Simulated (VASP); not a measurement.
# Os (Fd-3m) in VASP: further runs, part 2 of 2

VASP 6.6.1. Earlier steps stand in the parts before.

### Step 4. Single point, RPBE (24.33 Å³/atom)

This run uses another cell than the first one, of 24.33 Å³/atom.

INCAR

```
SYSTEM = Os
PREC = Accurate
ENCUT = 520
EDIFF = 1E-6
ISMEAR = -1
SIGMA = 0.1
LREAL = .False.
LASPH = .True.
NELM = 100
ALGO = Normal
ISIF = 2
LWAVE = .False.
LCHARG = .False.
GGA = RP
NBANDS = 15
```

KPOINTS

```
Automatic mesh
0
Gamma
  11 11 11
  0 0 0
```

POSCAR

```
Os
1.0
    0.0000000000      2.8977315181      2.8977315181
    2.8977315181      0.0000000000      2.8977315181
    2.8977315181      2.8977315181      0.0000000000
Os
2
Direct
    0.1250000000      0.1250000000      0.1250000000
    0.8750000000      0.8750000000      0.8750000000
```

Potentials or basis: VASP PAW PBE potentials, release 64 (Os).

On the command line:

```console
> cat potpaw_PBE.64/Os/POTCAR > POTCAR
> mpirun -np 1 vasp_std > vasp.out
```

OUTCAR:

```text
SYSTEM = Os
   PREC = Accurate
   ENCUT = 520
   EDIFF = 1E-6
   ISMEAR = -1
   LREAL = .False.
   LASPH = .True.
   NELM = 100
   ISIF = 2
   GGA = RP

 ion  position               nearest neighbor table
   1  0.125  0.125  0.125-   2 2.51   2 2.51   2 2.51   2 2.51
   2  0.875  0.875  0.875-   1 2.51   1 2.51   1 2.51   1 2.51

  LATTYP: Found a face centered cubic cell.
 ALAT       =     5.7954630362

  Lattice vectors:

 A1 = (   0.0000000000,   2.8977315181,   2.8977315181)
 A2 = (   2.8977315181,   0.0000000000,   2.8977315181)
 A3 = (   2.8977315181,   2.8977315181,   0.0000000000)

Analysis of symmetry for initial positions (statically):
=====================================================================
 Subroutine PRICEL returns:
 Original cell was already a primitive cell.

 Routine SETGRP: Setting up the symmetry group for a
 face centered cubic supercell.

 Subroutine GETGRP returns: Found 48 space group operations
 (whereof 12 operations were pure point group operations)
 out of a pool of 48 trial point group operations.

The static configuration has the point symmetry D_3d.
 The point group associated with its full space group is O_h .

Analysis of symmetry for dynamics (positions and initial velocities):
=====================================================================
 Subroutine PRICEL returns:
 Original cell was already a primitive cell.

 Routine SETGRP: Setting up the symmetry group for a
 face centered cubic supercell.

 Subroutine GETGRP returns: Found 48 space group operations
 (whereof 12 operations were pure point group operations)
 out of a pool of 48 trial point group operations.

The dynamic configuration has the point symmetry D_3d.
 The point group associated with its full space group is O_h .

 Subroutine INISYM returns: Found 48 space group operations
 (whereof 12 operations are pure point group operations),
 and found     1 'primitive' translations

----------------------------------------------------------------------------------------

                                     Primitive cell

  volume of cell :      48.6636

  direct lattice vectors                    reciprocal lattice vectors
     0.000000000  2.897731518  2.897731518    -0.172548767  0.172548767  0.172548767
     2.897731518  0.000000000  2.897731518     0.172548767 -0.172548767  0.172548767
     2.897731518  2.897731518  0.000000000     0.172548767  0.172548767 -0.172548767

  length of vectors
     4.098011213  4.098011213  4.098011213     0.298863231  0.298863231  0.298863231

  position of ions in fractional coordinates (direct lattice)
     0.125000000  0.125000000  0.125000000
     0.875000000  0.875000000  0.875000000

  ion indices of the primitive-cell ions
   primitive index   ion index
                 1           1
                 2           2

----------------------------------------------------------------------------------------

 KPOINTS: Automatic mesh

Automatic generation of k-mesh.
 Grid dimensions read from file:
[... 26 lines left out ...]
  0.363636  0.000000  0.000000      8.000000
  0.454545  0.000000  0.000000      8.000000
[... 16 lines left out ...]
 -0.272727  0.181818  0.000000     24.000000
 -0.181818  0.181818  0.000000     12.000000
 [... further k-points ...]
   k-points           NKPTS =     56   k-points in BZ     NKDIM =     56   number of bands    NBANDS=     15
   number of dos      NEDOS =    301   number of ions     NIONS =      2
   total plane-waves  NPLWV =  27000
   dimension x,y,z NGX =    30 NGY =   30 NGZ =   30
   dimension x,y,z NGXF=    60 NGYF=   60 NGZF=   60
   ions per type =               2
   NGX,Y,Z   is equivalent  to a cutoff of  12.17, 12.17, 12.17 a.u.
   NGXF,Y,Z  is equivalent  to a cutoff of  24.34, 24.34, 24.34 a.u.
 SYSTEM =  Os
   PREC   = accura    normal or accurate (medium, high low for compatibility)
   ISTART =      0    job   : 0-new  1-cont  2-samecut
   ICHARG =      2    charge: 1-file 2-atom 10-const
   ISPIN  =      1    spin polarized calculation?
   LNONCOLLINEAR =      F non collinear calculations
   LSORBIT =      F    spin-orbit coupling
   LASPH  =      T    aspherical Exc in radial PAW
   ENCUT  =  520.0 eV  38.22 Ry    6.18 a.u.   7.62  7.62  7.62*2*pi/ulx,y,z
   NELM   =    100;   NELMIN=  2; NELMDL= -5     # of ELM steps
   EDIFF  = 0.1E-05   stopping-criterion for ELM
   LREAL  =      F    real-space projection
   EDIFFG = 0.1E-04   stopping-criterion for IOM
   NSW    =      0    number of steps for IOM
   IBRION =     -1    ionic relax: 0-MD 1-quasi-New 2-CG
   NFREE  =      0    steps in history (QN), initial steepest desc. (CG)
   ISIF   =      2    stress and relaxation
   ISYM   =      2    0-nonsym 1-usesym 2-fastsym
   POTIM  = 0.5000    time-step for ionic-motion
   TEBEG  =    0.0;   TEEND  =   0.0 temperature during run
   PSTRESS=    0.0 pullay stress
   NELECT =      16.0000    total number of electrons
   NUPDOWN=      -1.0000    fix difference up-down
   EMIN   =  10.00;   EMAX   =-10.00  energy-range for DOS
   EFERMI =   0.00;   METHOD = LEGACY
   ISMEAR =    -1;   SIGMA  =   0.10  broadening in eV -4-tet -1-fermi 0-gaus
   EFERMI_NEDOS =   21; number of points for ismear=-14 and -15
   IALGO  =     38    algorithm
   IMIX   =      4    mixing-type and parameters
     AMIX     =   0.40;   BMIX     =  1.00
     AMIX_MAG =   1.60;   BMIX_MAG =  1.00
  volume/ion in A,a.u.               =      24.33       164.20
  Fermi-wavevector in a.u.,A,eV,Ry     =   1.129917  2.135234 17.370738  1.276713
  Thomas-Fermi vector in A             =   2.266612
   LORBIT       =      0    0 simple, 1 ext, 2 COOP (PROOUT), +10 PAW based schemes
   GGA     = RP    functional components
   LHFCALC =     F    Hartree Fock is set to
   AEXX    =    0.0000 exact exchange contribution
   IVDW    =     0    specifies the selected vdW correction
   LEPSILON=     F    determine dielectric tensor
   LRPA    =     F    only Hartree local field effects (RPA)
 non-spin polarized calculation
  energy-cutoff  :      520.00
  volume of cell :       48.66
 maximum number of plane-waves:      1363
   NGX = 15   NGY = 15   NGZ = 15

 number of electron      15.9999998 magnetization

 Free energy of the ion-electron system (eV)
  ---------------------------------------------------
  ext. energy  EPLUGINS =         0.00000000
  ---------------------------------------------------
  free energy    TOTEN  =       -18.54256632 eV

  energy without entropy =      -18.47406029  energy(sigma->0) =      -18.50831330

 E-fermi :   3.2711     XC(G=0): -10.4792

 val. band max:        3.2598442655   @ k =   0.4545   0.3636   0.0909
 cond. band min:       3.2824236672   @ k =   0.4545   0.2727   0.0909
 fundamental gap:      0.0225794017
 Fermi energy:         3.2711334851

 k-point     1 :       0.0000    0.0000    0.0000
  band No.  band energies     occupation
      1      -3.5167      2.00000
      2      -0.2273      2.00000
      3      -0.2273      2.00000
      4       0.1471      2.00000
      5       0.1471      2.00000
      6       0.1471      2.00000
      7       2.7963      1.98282
      8       2.7963      1.98282
      9       2.7963      1.98282
     10       5.2639      0.00000
     11       5.2639      0.00000
     12      13.9367      0.00000
     13      14.0253      0.00000
     14      15.5189      0.00000
[... 401 lines left out ...]
      2      -0.6509      2.00000
      3      -0.1368      2.00000
      4      -0.0988      2.00000
      5       0.3078      2.00000
      6       1.0304      2.00000
      7       2.1219      1.99998
      8       2.3844      1.99972
      9       3.4623      0.25762
     10       4.5252      0.00001
     11       5.4962      0.00000
     12       9.3883      0.00000
     13      10.0829      0.00000
     14      13.3307      0.00000
     15      13.7819      0.00000

 [... further k-points ...]

------------------------ aborting loop because EDIFF is reached ----------------------------------------

  FORCE on cell =-STRESS in cart. coord.  units (eV):
  Direction    XX          YY          ZZ          XY          YZ          ZX
  --------------------------------------------------------------------------------------
  -------------------------------------------------------------------------------------
  Total       -5.3570832     -5.3570832     -5.3570832      0.0000000      0.0000000      0.0000000
  in kB     -176.3739921   -176.3739921   -176.3739921      0.0000000      0.0000000      0.0000000
  external PRESSURE =    -176.3739921 kB  Pullay stress =       0.0000000 kB

 VOLUME and BASIS-vectors are now :
 -----------------------------------------------------------------------------
  energy-cutoff  :      520.00
  volume of cell :       48.66
      direct lattice vectors                 reciprocal lattice vectors
     0.000000000  2.897731518  2.897731518    -0.172548767  0.172548767  0.172548767
     2.897731518  0.000000000  2.897731518     0.172548767 -0.172548767  0.172548767
     2.897731518  2.897731518  0.000000000     0.172548767  0.172548767 -0.172548767

 POSITION                                       TOTAL-FORCE (eV/Angst)
 -----------------------------------------------------------------------------------
      0.72443      0.72443      0.72443        -0.000000     -0.000000      0.000000
      5.07103      5.07103      5.07103         0.000000      0.000000     -0.000000
 -----------------------------------------------------------------------------------
    total drift:                               -0.000000      0.000000      0.000000

  FREE ENERGIE OF THE ION-ELECTRON SYSTEM (eV)
  ---------------------------------------------------
  free  energy   TOTEN  =       -18.5425663150 eV

  energy  without entropy=      -18.4740602883  energy(sigma->0) =      -18.50831330
```

stdout:

```text
POSCAR found type information on POSCAR Os
 POSCAR found :  1 types and       2 ions
 scaLAPACK will be used
 -----------------------------------------------------------------------------
|                                                                             |
|                                                                             |
|     You enforced a specific xc type in the INCAR file but a different       |
|     I HOPE YOU KNOW WHAT YOU ARE DOING!                                     |
|                                                                             |
 -----------------------------------------------------------------------------

 LDA part: xc-table for (Slater+PW92), standard interpolation
 POSCAR, INCAR and KPOINTS ok, starting setup
 FFT: planning ... GRIDC
 FFT: planning ... GRID_SOFT
 FFT: planning ... GRID
 WAVECAR not read
 entering main loop
```

Run time: 14 s. Hardware: 1 thread of Intel Xeon 6975P-C (Granite Rapids), shared host; peak memory 0.18 GiB.

Results:

| Property | Result |
| --- | --- |
| Free energy | -18.5426 eV |
| Pressure | -17.6 GPa |
| Band gap on the k mesh | zero (bands 8 and 9 overlap by 0.84 eV) |

Levels at points of the mesh, in eV from the Fermi level:
| k point | band 4 | band 5 | band 6 | band 7 | band 8 | band 9 | band 10 | band 11 | band 12 | band 13 |
| --- | --- | --- | --- | --- | --- | --- | --- | --- | --- | --- |
| (0.00, 0.00, 0.00) | -3.12 | -3.12 | -3.12 | -0.47 | -0.47 | -0.47 | 1.99 | 1.99 | 10.67 | 10.75 |

Caveat: the cell stands under tension; the PAW data sets were made with another functional, which shifts forces and pressure a little; spin-orbit coupling is left out, which moves the levels of the heavy elements.

### Step 5. Summary

| cell | gap on the mesh (eV) | pressure (GPa) |
| --- | --- | --- |
| a = 3.998 Å, angles 60.0°, 2 atoms | none | -7.9 |
| a = 4.049 Å, angles 60.0°, 2 atoms | none | -13.4 |
| a = 4.098 Å, angles 60.0°, 2 atoms | none | -17.6 |

Alike in all rows: task single point; level RPBE; potentials or basis VASP PAW PBE potentials, release 64 (Os); no spin polarisation; k mesh 11 × 11 × 11; cutoff (eV) 520; smearing fermi-dirac 0.1 eV.

Caveats: the cell stands under tension; the PAW data sets were made with another functional, which shifts forces and pressure a little; spin-orbit coupling is left out, which moves the levels of the heavy elements.

Total energies depend on the potentials used, so only differences within one code and one set of settings carry meaning.
